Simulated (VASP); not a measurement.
# MgI2 (P-3m1) in VASP: further runs, part 2 of 2

VASP 6.6.1. The steps go on from the part before.

### 5 Single point, r2SCAN (uniaxial z strain -1.5%)

POSCAR

```
MgI2
1.0
    4.1572130815      0.0000000000      0.0000000000
   -2.0786065407      3.6002521375      0.0000000000
    0.0000000000      0.0000000000      6.7702252789
Mg I
1 2
Direct
    0.0000000000      0.0000000000      0.0000000000
    0.3333333333      0.6666666667      0.2454183087
    0.6666666667      0.3333333333      0.7545816913
```

INCAR.step1

```
SYSTEM = MgI2
  PREC = Accurate
  ENCUT = 520
  ISMEAR = 0
  SIGMA = 0.01
  LREAL = .False.
  LASPH = .True.
  NELM = 100
  NBANDS = 15
  GGA = PE
  ALGO = Normal
  EDIFF = 1E-4
  LWAVE = .True.
  LCHARG = .False.
```

INCAR.step2

```
SYSTEM = MgI2
  PREC = Accurate
  ENCUT = 520
  EDIFF = 1E-7
  ISMEAR = 0
  SIGMA = 0.01
  LREAL = .False.
  LASPH = .True.
  NELM = 100
  ALGO = Normal
  ISIF = 2
  LWAVE = .False.
  LCHARG = .False.
  METAGGA = R2SCAN
  LMIXTAU = .True.
  NBANDS = 15
  ISTART = 1
```

KPOINTS

```
Automatic mesh
0
Gamma
  12 12 4
  0 0 0
```

Potentials or basis: VASP PAW PBE potentials, release 64 (Mg, I).

On the command line:

```
cat potpaw_PBE.64/Mg/POTCAR potpaw_PBE.64/I/POTCAR > POTCAR
cp INCAR.step1 INCAR
mpirun -np 1 vasp_std > vasp.out
cp INCAR.step2 INCAR
mpirun -np 1 vasp_std > vasp.out
```

OUTCAR:

```text
SYSTEM = MgI2
   PREC = Accurate
   ENCUT = 520
   EDIFF = 1E-7
   ISMEAR = 0
   LREAL = .False.
   LASPH = .True.
   NELM = 100
   ISIF = 2
   METAGGA = R2SCAN
   ISTART = 1

 ion  position               nearest neighbor table
   1  0.000  0.000  0.000-   2 2.92   3 2.92   2 2.92   3 2.92   3 2.92   2 2.92
   2  0.333  0.667  0.245-   1 2.92   1 2.92   1 2.92
   3  0.667  0.333  0.755-   1 2.92   1 2.92   1 2.92

  LATTYP: Found a hexagonal cell.
 ALAT       =     4.1572130815
 C/A-ratio  =     1.6285490174

  Lattice vectors:

 A1 = (   4.1572130815,   0.0000000000,   0.0000000000)
 A2 = (  -2.0786065407,   3.6002521375,   0.0000000000)
 A3 = (   0.0000000000,   0.0000000000,   6.7702252789)

Analysis of symmetry for initial positions (statically):
=====================================================================
 Subroutine PRICEL returns:
 Original cell was already a primitive cell.

 Routine SETGRP: Setting up the symmetry group for a
 hexagonal supercell.

 Subroutine GETGRP returns: Found 12 space group operations
 (whereof 12 operations were pure point group operations)
 out of a pool of 24 trial point group operations.

The static configuration has the point symmetry D_3d.

Analysis of symmetry for dynamics (positions and initial velocities):
=====================================================================
 Subroutine PRICEL returns:
 Original cell was already a primitive cell.

 Routine SETGRP: Setting up the symmetry group for a
 hexagonal supercell.

 Subroutine GETGRP returns: Found 12 space group operations
 (whereof 12 operations were pure point group operations)
 out of a pool of 24 trial point group operations.

The dynamic configuration has the point symmetry D_3d.

 Subroutine INISYM returns: Found 12 space group operations
 (whereof 12 operations are pure point group operations),
 and found     1 'primitive' translations

----------------------------------------------------------------------------------------
[... 120 lines left out ...]
   METAGGA = R2SCAN    functional components
   LHFCALC =     F    Hartree Fock is set to
   AEXX    =    0.0000 exact exchange contribution
   IVDW    =     0    specifies the selected vdW correction
   LEPSILON=     F    determine dielectric tensor
   LRPA    =     F    only Hartree local field effects (RPA)
 non-spin polarized calculation
 Gauss-broadening in eV      SIGMA  =   0.01
  energy-cutoff  :      520.00
  volume of cell :      101.33
 maximum number of plane-waves:      2786
 NGX is ok and might be reduce to    32
   NGX = 15   NGY = 15   NGZ = 25

 number of electron      16.0000000 magnetization

 Free energy of the ion-electron system (eV)
  ---------------------------------------------------
  ext. energy  EPLUGINS =         0.00000000
  ---------------------------------------------------
  free energy    TOTEN  =       -56.91685031 eV

  energy without entropy =      -56.91685031  energy(sigma->0) =      -56.91685031

 E-fermi :   2.2925     XC(G=0):  -8.6345

 val. band max:        2.2186169929   @ k =   0.0000   0.0000   0.0000
 cond. band min:       6.2451142669   @ k =   0.5000   0.0000   0.2500
 fundamental gap:      4.0264972740
 Fermi energy:         2.2925040740

 k-point     1 :       0.0000    0.0000    0.0000
  band No.  band energies     occupation
      1     -10.3448      2.00000
      2      -9.5498      2.00000
      3      -1.4791      2.00000
      4       1.6210      2.00000
      5       1.6210      2.00000
      6       2.0441      2.00000
      7       2.0441      2.00000
      8       2.2186      2.00000
      9       6.6370      0.00000
     10       7.5262      0.00000
     11       9.4189      0.00000
     12       9.4189      0.00000
     13      10.3338      0.00000
     14      10.8968      0.00000
[... 401 lines left out ...]
      2      -9.5699      2.00000
      3      -1.0001      2.00000
      4       0.7871      2.00000
      5       0.9437      2.00000
      6       1.3789      2.00000
      7       1.7868      2.00000
      8       1.8991      2.00000
      9       7.3666      0.00000
     10       8.4552      0.00000
     11       9.3535      0.00000
     12       9.7331      0.00000
     13       9.9423      0.00000
     14      10.4355      0.00000
     15      11.0120      0.00000

 [... further k-points ...]
[... 5 lines left out ...]
  --------------------------------------------------------------------------------------
  -------------------------------------------------------------------------------------
  Total        0.3842293      0.3842293      0.6044534      0.0000000      0.0000000      0.0000000
  in kB        6.0752297      6.0752297      9.5572963      0.0000000      0.0000000      0.0000000
  external PRESSURE =       7.2359185 kB  Pullay stress =       0.0000000 kB

 VOLUME and BASIS-vectors are now :
 -----------------------------------------------------------------------------
  energy-cutoff  :      520.00
  volume of cell :      101.33
      direct lattice vectors                 reciprocal lattice vectors
     4.157213082  0.000000000  0.000000000     0.240545765  0.138879162  0.000000000
    -2.078606541  3.600252138  0.000000000     0.000000000  0.277758324  0.000000000
     0.000000000  0.000000000  6.770225279     0.000000000  0.000000000  0.147705572

 POSITION                                       TOTAL-FORCE (eV/Angst)
 -----------------------------------------------------------------------------------
      0.00000      0.00000      0.00000        -0.000000      0.000000      0.000000
     -0.00000      2.40017      1.66154         0.000000      0.000000     -0.045283
      2.07861      1.20008      5.10869        -0.000000     -0.000000      0.045283
 -----------------------------------------------------------------------------------
    total drift:                               -0.000000      0.000000     -0.000000

  FREE ENERGIE OF THE ION-ELECTRON SYSTEM (eV)
  ---------------------------------------------------
  free  energy   TOTEN  =       -56.9168503131 eV

  energy  without entropy=      -56.9168503131  energy(sigma->0) =      -56.91685031
```

OUTCAR.step1:

```text
SYSTEM = MgI2
   PREC = Accurate
   ENCUT = 520
   ISMEAR = 0
   LREAL = .False.
   LASPH = .True.
   NELM = 100
[... 657 lines left out ...]
      0.00000      0.00000      0.00000        -0.000000      0.000000      0.000000
     -0.00000      2.40017      1.66154         0.000000     -0.000000      0.002705
      2.07861      1.20008      5.10869        -0.000000      0.000000     -0.002705
 -----------------------------------------------------------------------------------
    total drift:                               -0.000000      0.000000     -0.000000

  FREE ENERGIE OF THE ION-ELECTRON SYSTEM (eV)
  ---------------------------------------------------
  free  energy   TOTEN  =        -7.6856793404 eV

  energy  without entropy=       -7.6856793404  energy(sigma->0) =       -7.68567934
```

Wall time 5.7 min (1 thread of Intel Xeon Platinum 8259CL at 2.50GHz (Skylake/Cascade Lake), shared host); peak memory 0.3 GiB.

Results:

```yaml
Free_energy: -56.9169 eV
Pressure: 0.7 GPa
Largest_force: 0.045 eV/Å
Band_gap_on_the_k_mesh: 4.03 eV (least direct gap 4.42 eV)
```

Forces on the atoms (eV/Å):
```
Mg   0.000  0.000  0.000
I    0.000  0.000 -0.045
I    0.000  0.000  0.045
```

Levels at points of the mesh, in eV from the valence-band top:
```tsv
k point	band 4	band 5	band 6	band 7	band 8	band 9	band 10	band 11	band 12	band 13
(0.00, 0.00, 0.00)	-0.60	-0.60	-0.17	-0.17	0.00	4.42	5.31	7.20	7.20	8.12
(0.50, 0.00, 0.00)	-2.93	-2.03	-1.55	-1.02	-0.55	4.12	5.89	5.92	7.41	8.71
(0.00, 0.00, 0.50)	-1.59	-0.48	-0.48	-0.30	-0.30	5.35	5.45	6.98	6.98	8.27
(0.50, 0.00, 0.50)	-3.39	-1.34	-1.19	-0.90	-0.84	4.07	5.68	6.18	6.54	8.33
```

Caveat: the cell differs from its parent crystal (uniaxial z strain -1.5%); the PAW data sets were made with another functional, which shifts forces and pressure a little; spin-orbit coupling is left out, which moves the levels of the heavy elements. A k mesh can miss the band edges.

### 6 The runs side by side

```csv
level,cell,smearing,gap on the mesh (eV),pressure (GPa),largest force (eV/Å)
PBE,"a = 4.220, b = 4.220, c = 6.822 Å, angles 90.0, 90.0, 120.0°, 3 atoms, epitaxial xy strain +1.5%",fermi-dirac 0.02 eV,3.39,0.5,-
PBE,"a = 4.220, b = 4.220, c = 6.976 Å, angles 90.0, 90.0, 120.0°, 3 atoms, strain +1.5%",fermi-dirac 0.02 eV,3.49,0.3,-
r2SCAN,"a = 4.032, b = 4.032, c = 6.994 Å, angles 90.0, 90.0, 120.0°, 3 atoms, epitaxial xy strain -3.0%",gaussian 0.01 eV,4.07,2.0,0.04
r2SCAN,"a = 4.157, b = 4.157, c = 6.770 Å, angles 90.0, 90.0, 120.0°, 3 atoms, uniaxial z strain -1.5%",gaussian 0.01 eV,4.03,0.7,0.05
```

Alike in all rows: task single point; potentials or basis VASP PAW PBE potentials, release 64 (Mg, I); no spin polarisation; k mesh 12 × 12 × 4; cutoff (eV) 520.

Caveats: spin-orbit coupling is left out, which moves the levels of the heavy elements; this functional lacks dispersion, which binds layers or chains, so the pressure and a relaxed spacing across them are unreliable (at least some runs); the PAW data sets were made with another functional, which shifts forces and pressure a little (at least some runs).

Total energies depend on the potentials used, so only differences within one code and one set of settings carry meaning.
